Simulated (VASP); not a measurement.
# Cu (P6_3/mmc) in VASP: notebook, part 2 of 2

VASP 6.6.1.

## 3. Single point, PBE (11.97 Å³/atom)

Contents of INCAR:

```
ALGO     = Fast           # electronic algorithm
EDIFF    = 1E-6           # SCF threshold, eV
ENCUT    = 520            # plane-wave cutoff, eV
GGA      = PE             # functional
ISIF     = 2              # what is computed and relaxed
ISMEAR   = 0              # smearing method
LASPH    = T              # aspherical terms in the spheres
LCHARG   = F              # write CHGCAR
LREAL    = F              # projectors in reciprocal space
LWAVE    = F              # write WAVECAR
NBANDS   = 18             # bands
NELM     = 80             # most SCF steps
PREC     = Accurate       # precision mode
SIGMA    = 0.15           # smearing width, eV
```

Contents of KPOINTS:

```
k-points
0
Gamma
  21 21 12
```

Contents of POSCAR:

```
Cu
1.0
    2.5164869874      0.0000000000      0.0000000000
   -1.2582434937      2.1793416594      0.0000000000
    0.0000000000      0.0000000000      4.3645950310
Cu
2
Direct
    0.3333333333      0.6666666667      0.2500000000
    0.6666666667      0.3333333333      0.7500000000
```

Potentials or basis: VASP PAW PBE potentials, release 64 (Cu).

Started as:

```sh
$ cat potpaw_PBE.64/Cu/POTCAR > POTCAR
$ mpirun -np 1 vasp_std > vasp.out
```

OUTCAR:

```text
EDIFF = 1E-6
   ENCUT = 520
   GGA = PE
   ISIF = 2
   ISMEAR = 0
   LASPH = T
   LREAL = F
   NELM = 80
   PREC = Accurate

 ion  position               nearest neighbor table
   1  0.333  0.667  0.250-   2 2.62   2 2.62   2 2.62   2 2.62   2 2.62   2 2.62
   2  0.667  0.333  0.750-   1 2.62   1 2.62   1 2.62   1 2.62   1 2.62   1 2.62

  LATTYP: Found a hexagonal cell.
 ALAT       =     2.5164869874
 C/A-ratio  =     1.7344000000

  Lattice vectors:

[... 193 lines left out ...]
      3       4.2276      2.00000
      4       4.4773      2.00000
      5       4.4773      2.00000
      6       4.6368      2.00000
[... 481 lines left out ...]
      5       4.3323      2.00000
      6       4.6468      2.00000
[... 10 lines left out ...]
     17      26.9182      0.00000
     18      28.7332      0.00000

 [... further k-points ...]
[... 5 lines left out ...]
  --------------------------------------------------------------------------------------
  -------------------------------------------------------------------------------------
  Total        0.7115964      0.7115964     -0.6209870      0.0000000      0.0000000      0.0000000
  in kB       47.6299751     47.6299751    -41.5651280      0.0000000      0.0000000      0.0000000
  external PRESSURE =      17.8982741 kB  Pullay stress =       0.0000000 kB

 VOLUME and BASIS-vectors are now :
 -----------------------------------------------------------------------------
  energy-cutoff  :      520.00
  volume of cell :       23.94
      direct lattice vectors                 reciprocal lattice vectors
     2.516486987  0.000000000  0.000000000     0.397379365  0.229427083  0.000000000
    -1.258243494  2.179341659  0.000000000     0.000000000  0.458854166  0.000000000
     0.000000000  0.000000000  4.364595031     0.000000000  0.000000000  0.229116331

 POSITION                                       TOTAL-FORCE (eV/Angst)
 -----------------------------------------------------------------------------------
     -0.00000      1.45289      1.09115        -0.000000      0.000000      0.000000
      1.25824      0.72645      3.27345         0.000000      0.000000      0.000000
 -----------------------------------------------------------------------------------
    total drift:                               -0.000000      0.000000     -0.000000

  FREE ENERGIE OF THE ION-ELECTRON SYSTEM (eV)
  ---------------------------------------------------
  free  energy   TOTEN  =        -7.4220269383 eV

  energy  without entropy=       -7.4173387427  energy(sigma->0) =       -7.41968284
```

It took 2.8 min on 1 thread of Intel Xeon 8259CL, shared host; peak memory 0.23 GiB.

What came out:

```yaml
Free_energy: -7.4220 eV
Pressure: 1.8 GPa
Band_gap_on_the_k_mesh: zero (bands 11 and 12 overlap by 6.26 eV)
```

Levels at points of the mesh, in eV from the Fermi level:
| k point | band 9 | band 10 | band 11 | band 12 | band 13 | band 14 |
| --- | --- | --- | --- | --- | --- | --- |
| (0.00, 0.00, 0.00) | -2.33 | -1.75 | -1.75 | -1.49 | 2.87 | 21.59 |
| (0.00, 0.00, 0.50) | -1.95 | -1.95 | -1.95 | -1.95 | 10.82 | 10.82 |

Caveat: the stress differs along the axes, from -4 to 5 GPa.

## 4. Single point, PBE (12.69 Å³/atom)

This run uses another cell than the first one, of 12.69 Å³/atom.

Contents of INCAR:

```
SYSTEM = Cu
PREC     = Accurate       ! precision mode
ENCUT    = 520            ! plane-wave cutoff, eV
EDIFF    = 1E-6           ! SCF threshold, eV
ISMEAR   = 0              ! smearing method
SIGMA    = 0.15           ! smearing width, eV
LREAL    = .False.        ! projectors in reciprocal space
LASPH    = .True.         ! aspherical terms in the spheres
NELM     = 60             ! most SCF steps
ALGO     = Fast           ! electronic algorithm
ISIF     = 2              ! what is computed and relaxed
LWAVE    = .False.        ! write WAVECAR
LCHARG   = .False.        ! write CHGCAR
GGA      = PE             ! functional
NBANDS   = 18             ! bands
```

Contents of KPOINTS:

```
regular mesh
0
Gamma
  21 21 12
  0 0 0
```

Contents of POSCAR:

```
Cu
1.0
    2.5147554866      0.0000000000      0.0000000000
   -1.2573777433      2.1778421357      0.0000000000
    0.0000000000      0.0000000000      4.6326825575
Cu
2
Direct
    0.3333333333      0.6666666667      0.2500000000
    0.6666666667      0.3333333333      0.7500000000
```

Started as:

```sh
$ cat potpaw_PBE.64/Cu/POTCAR > POTCAR
$ mpirun -np 1 vasp_std > vasp.out
```

It took 3.2 min on 1 thread of Intel Xeon 8259CL, shared host; peak memory 0.24 GiB.

Results (log left out):

```
Free energy            : -7.3261 eV
Pressure               : -4.3 GPa
Band gap on the k mesh : zero (bands 11 and 12 overlap by 6.35 eV)
```

Stress tensor (GPa, compression positive):
```
  1.00   0.00   0.00
  0.00   1.00   0.00
  0.00   0.00 -15.00
```

Levels at points of the mesh, in eV from the Fermi level:
```csv
k point,band 9,band 10,band 11,band 12,band 13,band 14
"(0.00, 0.00, 0.00)",-2.08,-1.69,-1.67,-1.67,1.93,18.66
"(0.00, 0.00, 0.50)",-1.83,-1.83,-1.83,-1.83,9.06,9.06
```

Caveat: the stress differs along the axes, from -15 to 1 GPa.

## 5. Single point, PBE (12.69 Å³/atom)

This run uses another cell than the first one, of 12.69 Å³/atom.

Contents of INCAR:

```
SYSTEM = Cu
PREC = Accurate ; ENCUT = 520
EDIFF = 1E-6 ; ISMEAR = 0
SIGMA = 0.15 ; LREAL = .FALSE.
LASPH = .TRUE. ; NELM = 60
ALGO = Fast ; ISIF = 2
LWAVE = .FALSE. ; LCHARG = .FALSE.
GGA = PE ; NBANDS = 18
```

Contents of KPOINTS:

```
regular mesh
0
G
  21 21 12
  0 0 0
```

Contents of POSCAR:

```
Cu
1.0
    2.7252844251      0.0000000000      0.0000000000
   -1.3626422126      2.3601655447      0.0000000000
    0.0000000000      0.0000000000      3.9445766769
Cu
2
Direct
    0.3333333333      0.6666666667      0.2500000000
    0.6666666667      0.3333333333      0.7500000000
```

Started as:

```sh
$ cat potpaw_PBE.64/Cu/POTCAR > POTCAR
$ mpirun -np 1 vasp_std > vasp.out
```

Wall time 2.8 min (1 thread of Intel Xeon 8259CL, shared host); peak memory 0.23 GiB.

Results (log left out):

* Free energy: -7.3202 eV
* Pressure: -4.5 GPa
* Band gap on the k mesh: zero (bands 11 and 12 overlap by 5.16 eV)

Stress tensor (GPa, compression positive):
```
-8.93  0.00  0.00
 0.00 -8.93  0.00
 0.00  0.00  4.28
```

Levels at points of the mesh, in eV from the Fermi level:
| k point | band 7 | band 8 | band 9 | band 10 | band 11 | band 12 | band 13 | band 14 | band 15 | band 16 |
| --- | --- | --- | --- | --- | --- | --- | --- | --- | --- | --- |
| (0.00, 0.00, 0.00) | -2.48 | -2.48 | -2.42 | -1.60 | -1.60 | 0.41 | 5.17 | 18.26 | 18.26 | 19.26 |
| (0.00, 0.00, 0.50) | -2.76 | -2.76 | -1.78 | -1.78 | -1.78 | -1.78 | 15.08 | 15.08 | 20.01 | 20.02 |

Caveat: the stress differs along the axes, from -9 to 4 GPa.

## 6. Overview

```tsv
cell	gap on the mesh (eV)	pressure (GPa)
a = 2.620, b = 2.620, c = 4.028 Å, angles 90.0, 90.0, 120.0°, 2 atoms	none	1.8
a = 2.516, b = 2.516, c = 4.365 Å, angles 90.0, 90.0, 120.0°, 2 atoms	none	1.8
a = 2.515, b = 2.515, c = 4.633 Å, angles 90.0, 90.0, 120.0°, 2 atoms	none	-4.3
a = 2.725, b = 2.725, c = 3.945 Å, angles 90.0, 90.0, 120.0°, 2 atoms	none	-4.5
```

Alike in all rows: task single point; level PBE; potentials or basis VASP PAW PBE potentials, release 64 (Cu); no spin polarisation; k mesh 21 × 21 × 12; cutoff (eV) 520; smearing gaussian 0.15 eV.

Caveats: the stress differs along the axes, from -1 to 8 GPa (at least some runs); the stress differs along the axes, from -4 to 5 GPa (at least some runs); the stress differs along the axes, from -15 to 1 GPa (at least some runs); the stress differs along the axes, from -9 to 4 GPa (at least some runs).

Absolute energies hang on the potentials; compare differences alone.
